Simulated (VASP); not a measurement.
# Sc2SnSe5 (C2/m) in VASP: relaxation of cell and atoms with PBE

Aim: the relaxation of cell and atoms of Sc2SnSe5 with PBE.

All numbers are computed with VASP 6.6.1; they aren't measurements. Logs are shortened: lines on timing, memory, paths and dates and some standing lists are left out, and cuts for length are marked.

### Step 1. The cell of the first run

It takes space group C2/m (No. 12, monoclinic). The conventional cell has a = 12.060 Å, b = 5.410 Å, c = 8.528 Å, α = 90.00°, β = 134.98°, γ = 90.00°. Within 3.6 Å of Sc (site symmetry m) lie 6 Se at 2.70 to 2.71 Å. Sn (site symmetry 2/m) has 6 Se at 2.70 to 2.71 Å within 3.6 Å. Within 3.6 Å of Se (site symmetry m) lie 1 Sn at 2.70 Å and 3 Sc at 2.70 to 2.71 Å. Se (site symmetry m) has 2 Sc at 2.70 Å and 1 Sn at 2.70 Å within 3.6 Å. Se (site symmetry 2/m) has 2 Sc at 2.70 Å and 2 Sn at 2.71 Å within 3.6 Å.

### Step 2. Relaxation of cell and atoms, PBE (atoms taken out)

The input, INCAR:

```
ALGO = Normal
EDIFF = 1E-6
EDIFFG = -0.08
ENCUT = 600
GGA = PE
IBRION = 2
ISIF = 3
ISMEAR = 0
LASPH = T
LCHARG = F
LREAL = F
LWAVE = F
NELM = 60
NSW = 36
PREC = Accurate
SIGMA = 0.15
```

The input, KPOINTS:

```
k-points
0
Gamma
  3 3 2
```

The input, POSCAR:

```
Sc2SnSe5
1.0
    6.0300000000     -2.7050000000      0.0000000000
    6.0300000000      2.7050000000      0.0000000000
   -6.0283791600      0.0000000000      6.0316208400
Sc Sn Se
2 1 5
Direct
    0.4000000000      0.4000000000      0.2000000000
    0.6000000000      0.6000000000      0.8000000000
    0.0000000000      0.0000000000      0.0000000000
    0.1000000000      0.1000000000      0.8000000000
    0.9000000000      0.9000000000      0.2000000000
    0.3000000000      0.3000000000      0.4000000000
    0.7000000000      0.7000000000      0.6000000000
    0.5000000000      0.5000000000      0.0000000000
```

Potentials or basis: VASP PAW PBE potentials, release 64 (Sc_sv, Sn_d, Se).

Command:

```
$ cat potpaw_PBE.64/Sc_sv/POTCAR potpaw_PBE.64/Sn_d/POTCAR potpaw_PBE.64/Se/POTCAR > POTCAR
$ mpirun -np 1 vasp_std > vasp.out
```

OUTCAR:

```text
EDIFF = 1E-6
   EDIFFG = -0.08
   ENCUT = 600
   GGA = PE
   IBRION = 2
   ISIF = 3
   ISMEAR = 0
   LASPH = T
   LREAL = F
   NELM = 60
   NSW = 36
   PREC = Accurate

 ion  position               nearest neighbor table
   1  0.400  0.400  0.200-   6 2.70   8 2.70   4 2.70   7 2.70   5 2.71   5 2.71
   2  0.600  0.600  0.800-   7 2.70   8 2.70   5 2.70   6 2.70   4 2.71   4 2.71
   3  0.000  0.000  0.000-   4 2.70   5 2.70   6 2.70   7 2.70   8 2.71   8 2.71
   4  0.100  0.100  0.800-   3 2.70   1 2.70   2 2.71   2 2.71
   5  0.900  0.900  0.200-   3 2.70   2 2.70   1 2.71   1 2.71
   6  0.300  0.300  0.400-   1 2.70   3 2.70   2 2.70
   7  0.700  0.700  0.600-   2 2.70   3 2.70   1 2.70
   8  0.500  0.500  0.000-   1 2.70   2 2.70   3 2.71   3 2.71

  LATTYP: Found a base centered monoclinic cell.
 ALAT       =    12.0600000000
 B/A-ratio  =     0.4485903814
 C/A-ratio  =     0.7071068067
 COS(beta)  =    -0.7069166882

  Lattice vectors:

 A1 = (   6.0300000000,  -2.7050000000,   0.0000000000)
 A2 = (   6.0300000000,   2.7050000000,   0.0000000000)
 A3 = (  -6.0283791600,   0.0000000000,   6.0316208400)

Analysis of symmetry for initial positions (statically):
=====================================================================
 Subroutine PRICEL returns:
 Original cell was already a primitive cell.

 Routine SETGRP: Setting up the symmetry group for a
 base centered monoclinic supercell.

 Subroutine GETGRP returns: Found  4 space group operations
 (whereof  4 operations were pure point group operations)
 out of a pool of  4 trial point group operations.

The static configuration has the point symmetry C_2h.

Analysis of symmetry for dynamics (positions and initial velocities):
=====================================================================
 Subroutine PRICEL returns:
 Original cell was already a primitive cell.

 Routine SETGRP: Setting up the symmetry group for a
 base centered monoclinic supercell.

 Subroutine GETGRP returns: Found  4 space group operations
 (whereof  4 operations were pure point group operations)
 out of a pool of  4 trial point group operations.

The dynamic configuration has the point symmetry C_2h.

 Subroutine INISYM returns: Found  4 space group operations
 (whereof  4 operations are pure point group operations),
 and found     1 'primitive' translations

----------------------------------------------------------------------------------------

                                     Primitive cell

  volume of cell :     196.7653

  direct lattice vectors                    reciprocal lattice vectors
     6.030000000 -2.705000000  0.000000000     0.082918740 -0.184842884  0.082874175
     6.030000000  2.705000000  0.000000000     0.082918740  0.184842884  0.082874175
    -6.028379160  0.000000000  6.031620840     0.000000000  0.000000000  0.165792915

  length of vectors
     6.608927674  6.608927674  8.527708089     0.218884759  0.218884759  0.165792915

  position of ions in fractional coordinates (direct lattice)
     0.400000000  0.400000000  0.200000000
     0.600000000  0.600000000  0.800000000
     0.000000000  0.000000000  0.000000000
     0.100000000  0.100000000  0.800000000
     0.900000000  0.900000000  0.200000000
     0.300000000  0.300000000  0.400000000
     0.700000000  0.700000000  0.600000000
     0.500000000  0.500000000  0.000000000

  ion indices of the primitive-cell ions
   primitive index   ion index
                 1           1
                 2           2
                 3           3
                 4           4
                 5           5
                 6           6
                 7           7
                 8           8

----------------------------------------------------------------------------------------

 KPOINTS: k-points

Automatic generation of k-mesh.
 Grid dimensions read from file:
 generate k-points for:    3    3    2

 Generating k-lattice:

  Cartesian coordinates                     Fractional coordinates (reciprocal lattice)
     0.027639580 -0.061614295  0.027624725     0.333333333  0.000000000  0.000000000
     0.027639580  0.061614295  0.027624725     0.000000000  0.333333333  0.000000000
     0.000000000  0.000000000  0.082896457     0.000000000  0.000000000  0.500000000

  Length of vectors
     0.072961586  0.072961586  0.082896457

  Shift w.r.t. Gamma in fractional coordinates (k-lattice)
     0.000000000  0.000000000  0.000000000

 Subroutine IBZKPT returns following result:
 ===========================================

 Found      8 irreducible k-points:

 Following reciprocal coordinates:
            Coordinates               Weight
  0.000000  0.000000  0.000000      1.000000
  0.333333 -0.000000  0.000000      4.000000
  0.333333  0.333333  0.000000      2.000000
 -0.333333  0.333333  0.000000      2.000000
  0.000000  0.000000  0.500000      1.000000
  0.333333 -0.000000  0.500000      4.000000
  0.333333  0.333333  0.500000      2.000000
 -0.333333  0.333333  0.500000      2.000000
   k-points           NKPTS =      8   k-points in BZ     NKDIM =      8   number of bands    NBANDS=     39
   number of dos      NEDOS =    301   number of ions     NIONS =      8
   total plane-waves  NPLWV = 204120
   dimension x,y,z NGX =    54 NGY =   54 NGZ =   70
   dimension x,y,z NGXF=   108 NGYF=  108 NGZF=  140
   ions per type =               2   1   5
   NGX,Y,Z   is equivalent  to a cutoff of  13.58, 13.58, 13.65 a.u.
   NGXF,Y,Z  is equivalent  to a cutoff of  27.17, 27.17, 27.29 a.u.
 SYSTEM =  unknown system
   PREC   = accura    normal or accurate (medium, high low for compatibility)
   ISTART =      0    job   : 0-new  1-cont  2-samecut
   ICHARG =      2    charge: 1-file 2-atom 10-const
   ISPIN  =      1    spin polarized calculation?
   LNONCOLLINEAR =      F non collinear calculations
   LSORBIT =      F    spin-orbit coupling
   LASPH  =      T    aspherical Exc in radial PAW
   ENCUT  =  600.0 eV  44.10 Ry    6.64 a.u.  13.20 13.20 17.03*2*pi/ulx,y,z
   NELM   =     60;   NELMIN=  2; NELMDL= -5     # of ELM steps
   EDIFF  = 0.1E-05   stopping-criterion for ELM
   LREAL  =      F    real-space projection
   EDIFFG = -.8E-01   stopping-criterion for IOM
   NSW    =     36    number of steps for IOM
   IBRION =      2    ionic relax: 0-MD 1-quasi-New 2-CG
   NFREE  =      1    steps in history (QN), initial steepest desc. (CG)
   ISIF   =      3    stress and relaxation
   ISYM   =      2    0-nonsym 1-usesym 2-fastsym
   POTIM  = 0.5000    time-step for ionic-motion
   TEBEG  =    0.0;   TEEND  =   0.0 temperature during run
   PSTRESS=    0.0 pullay stress
   NELECT =      66.0000    total number of electrons
   NUPDOWN=      -1.0000    fix difference up-down
   EMIN   =  10.00;   EMAX   =-10.00  energy-range for DOS
   EFERMI =   0.00;   METHOD = LEGACY
   ISMEAR =     0;   SIGMA  =   0.15  broadening in eV -4-tet -1-fermi 0-gaus
   EFERMI_NEDOS =   21; number of points for ismear=-14 and -15
   IALGO  =     38    algorithm
   IMIX   =      4    mixing-type and parameters
     AMIX     =   0.40;   BMIX     =  1.00
     AMIX_MAG =   1.60;   BMIX_MAG =  1.00
  volume/ion in A,a.u.               =      24.60       165.98
  Fermi-wavevector in a.u.,A,eV,Ry     =   1.137470  2.149507 17.603734  1.293838
  Thomas-Fermi vector in A             =   2.274175
   LORBIT       =      0    0 simple, 1 ext, 2 COOP (PROOUT), +10 PAW based schemes
   GGA     = PE    functional components
   LHFCALC =     F    Hartree Fock is set to
   AEXX    =    0.0000 exact exchange contribution
   IVDW    =     0    specifies the selected vdW correction
   LEPSILON=     F    determine dielectric tensor
   LRPA    =     F    only Hartree local field effects (RPA)
 conjugate gradient relaxation of ions
 non-spin polarized calculation
 Gauss-broadening in eV      SIGMA  =   0.15
  energy-cutoff  :      600.00
  volume of cell :      196.77
 maximum number of plane-waves:      6587
 NGX is ok and might be reduce to    54
   NGX = 27   NGY = 27   NGZ = 35

--------------------------------------- Ionic step        1  -------------------------------------------

 number of electron      66.0000000 magnetization

 Free energy of the ion-electron system (eV)
  ---------------------------------------------------
  ext. energy  EPLUGINS =         0.00000000
  ---------------------------------------------------
  free energy    TOTEN  =       -41.70750800 eV

  energy without entropy =      -41.66931861  energy(sigma->0) =      -41.68841330

------------------------ aborting loop because EDIFF is reached ----------------------------------------

  FORCE on cell =-STRESS in cart. coord.  units (eV):
  Direction    XX          YY          ZZ          XY          YZ          ZX
  --------------------------------------------------------------------------------------
  -------------------------------------------------------------------------------------
  Total        1.3469129      7.2618018      2.0279155      0.0000000      0.0000000      1.1509851
  in kB       10.9673445     59.1297940     16.5124615      0.0000000      0.0000000      9.3719872
  external PRESSURE =      28.8698667 kB  Pullay stress =       0.0000000 kB
[... 107 lines left out ...]
  FREE ENERGIE OF THE ION-ELECTRON SYSTEM (eV)
  ---------------------------------------------------
  free  energy   TOTEN  =       -41.9610283888 eV

  energy  without entropy=      -41.9266160832  energy(sigma->0) =      -41.94382224

[... ionic steps 4 to 12 ...]

--------------------------------------- Ionic step       13  -------------------------------------------

 number of electron      66.0000002 magnetization

------------------------ aborting loop because EDIFF is reached ----------------------------------------

  FORCE on cell =-STRESS in cart. coord.  units (eV):
  Direction    XX          YY          ZZ          XY          YZ          ZX
  --------------------------------------------------------------------------------------
  -------------------------------------------------------------------------------------
  Total        0.0943812     -0.0743107      0.0770349      0.0000000      0.0000000     -0.3465363
  in kB        0.7030410     -0.5535364      0.5738288      0.0000000      0.0000000     -2.5813312
  external PRESSURE =       0.2411111 kB  Pullay stress =       0.0000000 kB
[... 69 lines left out ...]
  energy  without entropy=      -42.1069316510  energy(sigma->0) =      -42.11381034

--------------------------------------- Ionic step       15  -------------------------------------------

 number of electron      66.0000003 magnetization

 Free energy of the ion-electron system (eV)
  ---------------------------------------------------
  ext. energy  EPLUGINS =         0.00000000
  ---------------------------------------------------
  free energy    TOTEN  =       -42.12230521 eV

  energy without entropy =      -42.10883340  energy(sigma->0) =      -42.11556931

 E-fermi :   2.7915     XC(G=0):  -9.0466

 val. band max:        2.6483904629   @ k =   0.0000   0.0000   0.0000
 cond. band min:       2.9046833407   @ k =  -0.3333   0.3333   0.0000
 fundamental gap:      0.2562928778
 Fermi energy:         2.7915111260

 k-point     1 :       0.0000    0.0000    0.0000
  band No.  band energies     occupation
      1     -46.8538      2.00000
      2     -46.8511      2.00000
      3     -25.5150      2.00000
      4     -25.5110      2.00000
      5     -25.4799      2.00000
      6     -25.4542      2.00000
[... 360 lines left out ...]
  FREE ENERGIE OF THE ION-ELECTRON SYSTEM (eV)
  ---------------------------------------------------
  free  energy   TOTEN  =       -42.1223052149 eV

  energy  without entropy=      -42.1088333973  energy(sigma->0) =      -42.11556931

 reached required accuracy - stopping structural energy minimisation
```

Wall time 16 min (1 thread of AMD EPYC 9R45 (Zen 5), shared host); peak memory 0.52 GiB.

What came out:

- Free energy: -42.1223 eV
- Relaxed volume: 26.91 Å³/atom
- Relaxed cell: a = 6.691 Å, b = 6.691 Å, c = 8.860 Å, α = 129.53°, β = 129.53°, γ = 49.55°
- Space group after relaxing (to 0.1 Å): C2/m (No. 12)
- Energy gained by relaxing: 51.8 meV/atom
- Ionic steps: 15
- Pressure after relaxing: 0.0 GPa
- Largest force after relaxing: 0.070 eV/Å
- Band gap on the k mesh: 0.26 eV (least direct gap 0.35 eV)

Forces on the atoms (eV/Å):
```
Sc   0.041  0.000  0.004
Sc  -0.041  0.000 -0.004
Sn   0.000  0.000  0.000
Se  -0.002  0.000 -0.049
Se   0.002  0.000  0.049
Se   0.053  0.000 -0.046
Se  -0.053  0.000  0.046
Se   0.000  0.000  0.000
```

Stress tensor (GPa, compression positive):
```
-0.11  0.00  0.07
 0.00 -0.05  0.00
 0.07  0.00  0.03
```

Step by step:
```
step  energy change (eV)  largest force (eV/Å)  pressure (GPa)  volume (Å³)
   1              0.0000                0.8441            2.89       196.77
   2             -0.2510                0.5455           -0.76       209.57
   3             -0.2535                0.5248           -1.09       211.12
   4             -0.3000                0.2515            0.35       208.29
   5             -0.3004                0.2456            0.22       208.52
   6             -0.3242                0.2133            0.24       208.90
   7             -0.3549                0.2936            0.44       209.99
   8             -0.3759                0.2202           -0.15       212.83
   9             -0.3838                0.1917           -0.74       215.87
  10             -0.3989                0.1143           -0.43       215.58
  11             -0.4060                0.1057           -0.06       215.24
  12             -0.4061                0.1122            0.00       215.19
  13             -0.4109                0.0915            0.02       215.09
  14             -0.4132                0.0832            0.07       214.95
  15             -0.4148                0.0705           -0.04       215.24
```

Final structure:
```
CELL_PARAMETERS angstrom
6.07486 -2.80368 -0.06534
6.07486 2.80368 -0.06534
-6.14227 0.00000 6.38488
ATOMIC_POSITIONS crystal
Sc 0.41967 0.41967 0.22622
Sc 0.58033 0.58033 0.77378
Sn 0.00000 0.00000 0.00000
Se 0.11060 0.11060 0.82957
Se 0.88940 0.88940 0.17043
Se 0.30688 0.30688 0.38890
Se 0.69312 0.69312 0.61110
Se 0.50000 0.50000 0.00000
```

Caveat: the k points lie up to 0.50 Å⁻¹ apart in the final cell; the cell differs from its parent crystal (atoms taken out); semilocal functionals underestimate gaps, and a narrow one can read as zero; spin-orbit coupling is left out, which moves the levels of the heavy elements; the relaxation stopped at a loose force limit of 0.08 eV/Å, so its end isn't a converged minimum. A k mesh can miss the band edges.
